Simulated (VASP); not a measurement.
# Al3H2 (P-3m1) in VASP: a series of runs, part 2 of 2

VASP 6.6.1.

**3. Single point, PBE**

This run uses another cell than the first one, of 11.58 Å³/atom.

The input, INCAR:

```
PREC = Accurate ; ENCUT = 520
EDIFF = 1E-6 ; ISMEAR = 0
SIGMA = 0.1 ; LREAL = F
LASPH = T ; NELM = 100
ALGO = Normal ; ISIF = 2
LWAVE = F ; LCHARG = F
GGA = PE ; NBANDS = 14
```

The input, KPOINTS:

```
regular mesh
0
Gamma
  12 12 6
```

The input, POSCAR:

```
Al3H2
1.0
    3.0613752315      0.0000000000      0.0000000000
   -1.5306876157      2.6512287210      0.0000000000
    0.0000000000      0.0000000000      7.1326170026
Al H
3 2
Direct
    0.3333333333      0.6666666667      0.2988142121
    0.6666666667      0.3333333333      0.7011857879
    0.0000000000      0.0000000000      0.0000000000
    0.3333333333      0.6666666667      0.5922316446
    0.6666666667      0.3333333333      0.4077683554
```

Potentials or basis: VASP PAW PBE potentials, release 64 (Al, H).

Run with:

```sh
cat potpaw_PBE.64/Al/POTCAR potpaw_PBE.64/H/POTCAR > POTCAR
mpirun -np 1 vasp_std > vasp.out
```

OUTCAR:

```text
PREC = Accurate
   ENCUT = 520
   EDIFF = 1E-6
   ISMEAR = 0
   LREAL = F
   LASPH = T
   NELM = 100
   ISIF = 2
   GGA = PE

 ion  position               nearest neighbor table
   1  0.333  0.667  0.299-   5 1.93   5 1.93   5 1.93   4 2.09   3 2.77   3 2.77   3 2.77
   2  0.667  0.333  0.701-   4 1.93   4 1.93   4 1.93   5 2.09   3 2.77   3 2.77   3 2.77
   3  0.000  0.000  0.000-   1 2.77   2 2.77   1 2.77   2 2.77   2 2.77   1 2.77
   4  0.333  0.667  0.592-   2 1.93   2 1.93   2 1.93   1 2.09
[... 614 lines left out ...]
  --------------------------------------------------------------------------------------
  -------------------------------------------------------------------------------------
  Total       -0.0476883     -0.0476883     -0.0139126     -0.0000000     -0.0000000     -0.0000000
  in kB       -1.3198037     -1.3198037     -0.3850393     -0.0000000     -0.0000000     -0.0000000
  external PRESSURE =      -1.0082156 kB  Pullay stress =       0.0000000 kB

 VOLUME and BASIS-vectors are now :
 -----------------------------------------------------------------------------
  energy-cutoff  :      520.00
  volume of cell :       57.89
      direct lattice vectors                 reciprocal lattice vectors
     3.061375232  0.000000000  0.000000000     0.326650582  0.188591801  0.000000000
    -1.530687616  2.651228721  0.000000000     0.000000000  0.377183602  0.000000000
     0.000000000  0.000000000  7.132617003     0.000000000  0.000000000  0.140200995

 POSITION                                       TOTAL-FORCE (eV/Angst)
 -----------------------------------------------------------------------------------
     -0.00000      1.76749      2.13133         0.000000      0.000000     -0.003638
      1.53069      0.88374      5.00129         0.000000      0.000000      0.003638
      0.00000      0.00000      0.00000         0.000000      0.000000     -0.000000
     -0.00000      1.76749      4.22416        -0.000000      0.000000      0.003145
      1.53069      0.88374      2.90846         0.000000      0.000000     -0.003145
 -----------------------------------------------------------------------------------
    total drift:                               -0.000000     -0.000000     -0.000000

  FREE ENERGIE OF THE ION-ELECTRON SYSTEM (eV)
  ---------------------------------------------------
  free  energy   TOTEN  =       -16.8206255354 eV

  energy  without entropy=      -16.8143348261  energy(sigma->0) =      -16.81748018
```

stdout:

```text
POSCAR found type information on POSCAR AlH
 POSCAR found :  2 types and       5 ions
 scaLAPACK will be used
 LDA part: xc-table for (Slater+PW92), standard interpolation
 POSCAR, INCAR and KPOINTS ok, starting setup
 FFT: planning ... GRIDC
 FFT: planning ... GRID_SOFT
 FFT: planning ... GRID
 WAVECAR not read
 entering main loop
```

It took 30 s on 1 thread of Intel Xeon 6975P-C (Granite Rapids), shared host; peak memory 0.21 GiB.

What came out:

| Quantity | Value |
| --- | --- |
| Free energy | -16.8206 eV |
| Pressure | -0.1 GPa |
| Largest force | 0.004 eV/Å |
| Band gap on the k mesh | zero (an odd number of electrons rules out a gap without spin polarisation) |

Forces in eV/Å, atoms in the order of the input:
```
Al   0.000  0.000 -0.004
Al   0.000  0.000  0.004
Al   0.000  0.000  0.000
H    0.000  0.000  0.003
H    0.000  0.000 -0.003
```

Stress tensor (GPa, compression positive):
```
-0.13  0.00  0.00
 0.00 -0.13  0.00
 0.00  0.00 -0.04
```

**4. Relaxation of cell and atoms, PBE (atoms taken out)**

The input, INCAR:

```
SYSTEM = Al3H2
PREC = Accurate
ENCUT = 600
EDIFF = 1E-6
ISMEAR = 0
SIGMA = 0.1
LREAL = .FALSE.
LASPH = .TRUE.
NELM = 60
ALGO = Normal
ISIF = 3
LWAVE = .FALSE.
LCHARG = .FALSE.
GGA = PE
IBRION = 2
NSW = 100
EDIFFG = -0.01
```

The input, KPOINTS:

```
regular mesh
0
G
  12 12 4
  0 0 0
```

The input, POSCAR:

```
Al3H2
1.0
    2.9079080278      0.0000000000      0.0000000000
   -1.4539540139      2.5183222240      0.0000000000
    0.0000000000      0.0000000000      7.7651096386
Al H
3 2
Direct
    0.0000000000      0.0000000000      0.0000000000
    0.3333333333      0.6666666667      0.3532209067
    0.6666666667      0.3333333333      0.6467790933
    0.3333333333      0.6666666667      0.8931079102
    0.6666666667      0.3333333333      0.1068920898
```

Run with:

```sh
cat potpaw_PBE.64/Al/POTCAR potpaw_PBE.64/H/POTCAR > POTCAR
mpirun -np 1 vasp_std > vasp.out
```

Run time: 73 s. Hardware: 1 thread of Intel Xeon 6975P-C (Granite Rapids), shared host; peak memory 0.21 GiB.

It converged, with:

| Quantity | Value |
| --- | --- |
| Free energy | -16.6506 eV |
| Relaxed volume | 11.23 Å³/atom |
| Relaxed cell | a = 2.960 Å, b = 2.960 Å, c = 7.402 Å, α = 90.00°, β = 90.00°, γ = 120.00° |
| Space group after relaxing (to 0.1 Å) | P-3m1 (No. 164) |
| Energy gained by relaxing | 8.6 meV/atom |
| Ionic steps | 11 |
| Pressure after relaxing | 0.0 GPa |

The path:
| step | energy change (eV) | largest force (eV/Å) | pressure (GPa) | volume (Å³) |
| --- | --- | --- | --- | --- |
| 1 | 0.0000 | 0.0814 | -0.07 | 56.86 |
| 2 | -0.0208 | 0.0773 | -0.25 | 56.82 |
| 3 | -0.0403 | 0.0981 | -0.31 | 56.60 |
| 4 | -0.0405 | 0.0969 | -0.30 | 56.63 |
| 5 | -0.0406 | 0.0969 | -0.30 | 56.62 |
| 6 | -0.0421 | 0.0435 | -0.05 | 56.35 |
| 7 | -0.0425 | 0.0383 | 0.15 | 56.14 |
| 8 | -0.0428 | 0.0239 | -0.03 | 56.25 |
| 9 | -0.0428 | 0.0204 | -0.11 | 56.29 |
| 10 | -0.0430 | 0.0106 | -0.06 | 56.22 |
| 11 | -0.0430 | 0.0011 | 0.01 | 56.15 |

Final structure:
```yaml
crystal:
  lattice:
    - [2.95965, 0.00000, 0.00000]
    - [-1.47983, 2.56313, 0.00000]
    - [0.00000, 0.00000, 7.40222]
  atoms:
    - { symbol: Al, position: [0.00000, 0.00000, 0.00000] }
    - { symbol: Al, position: [0.33333, 0.66667, 0.34951] }
    - { symbol: Al, position: [0.66667, 0.33333, 0.65049] }
    - { symbol: H, position: [0.33333, 0.66667, 0.89030] }
    - { symbol: H, position: [0.66667, 0.33333, 0.10970] }
```

Levels at points of the mesh, in eV from the Fermi level:
| k point | band 4 | band 5 | band 6 | band 7 | band 8 | band 9 |
| --- | --- | --- | --- | --- | --- | --- |
| (0.00, 0.00, 0.00) | -2.25 | -0.73 | 6.19 | 9.14 | 9.14 | 9.38 |
| (0.50, 0.00, 0.00) | -3.95 | -2.88 | -2.78 | 2.43 | 3.67 | 4.45 |
| (0.00, 0.00, 0.50) | -5.30 | 2.57 | 5.16 | 8.00 | 9.38 | 9.49 |
| (0.50, 0.00, 0.50) | -4.54 | -1.86 | -0.48 | 0.52 | 0.57 | 4.51 |

Caveat: the cell differs from its parent crystal (atoms taken out); the highest band is partly filled, so the run has too few bands.

**5. Overview**

| task | cell | k mesh | cutoff (eV) | gap on the mesh (eV) | pressure (GPa) |
| --- | --- | --- | --- | --- | --- |
| single point | a = 2.834, b = 2.834, c = 11.766 Å, angles 90.0, 90.0, 120.0°, 5 atoms, atomic positions A | 12 × 12 × 4 | 520 | none | -0.1 |
| single point | a = 3.061, b = 3.061, c = 7.133 Å, angles 90.0, 90.0, 120.0°, 5 atoms, atomic positions B | 12 × 12 × 6 | 520 | none | -0.1 |
| relaxation of cell and atoms | relaxed from a = 2.908, b = 2.908, c = 7.765 Å, angles 90.0, 90.0, 120.0°, 5 atoms, atomic positions C | 12 × 12 × 4 | 600 | - | 0.0 |

Alike in all rows: level PBE; potentials or basis VASP PAW PBE potentials, release 64 (Al, H); no spin polarisation; smearing gaussian 0.1 eV.

Caveats: the highest band is partly filled, so the run has too few bands (at least some runs).

Absolute energies hang on the potentials; compare differences alone.
